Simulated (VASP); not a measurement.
Input of a VASP 6.6.1 run:

The input INCAR:

```
SYSTEM = Si
PREC = Accurate
ENCUT = 520
EDIFF = 1E-6
ISMEAR = 0
SIGMA = 0.15
LREAL = .FALSE.
LASPH = .TRUE.
NELM = 80
ALGO = Normal
ISIF = 2
LWAVE = .FALSE.
LCHARG = .FALSE.
NBANDS = 11
```

KPOINTS

```
regular mesh
0
G
  22 22 22
  0 0 0
```

Contents of POSCAR:

```
Si
1.0
   -2.2972178472      2.2972178472      1.4164681727
    2.2972178472     -2.2972178472      1.4164681727
    2.2972178472      2.2972178472     -1.4164681727
Si
2
Direct
    0.2500000000      0.7500000000      0.5000000000
    0.5000000000      0.5000000000      0.0000000000
```

Potentials or basis: VASP PAW LDA potentials, release 64 (Si).

Launch:

```console
$ cat potpaw_LDA.64/Si/POTCAR > POTCAR
$ mpirun -np 1 vasp_std > vasp.out
```

Problem. What does it give for the pressure?

Solution. 1.9 GPa.

Problem. Estimate the band gap on the k mesh.

Solution. Zero (band 4 reaches 12.42 eV, above the bottom of band 5 at 4.84 eV).

Stress tensor (GPa, compression positive):
```
 4.88  0.00  0.00
 0.00  4.88  0.00
 0.00  0.00 -4.19
```
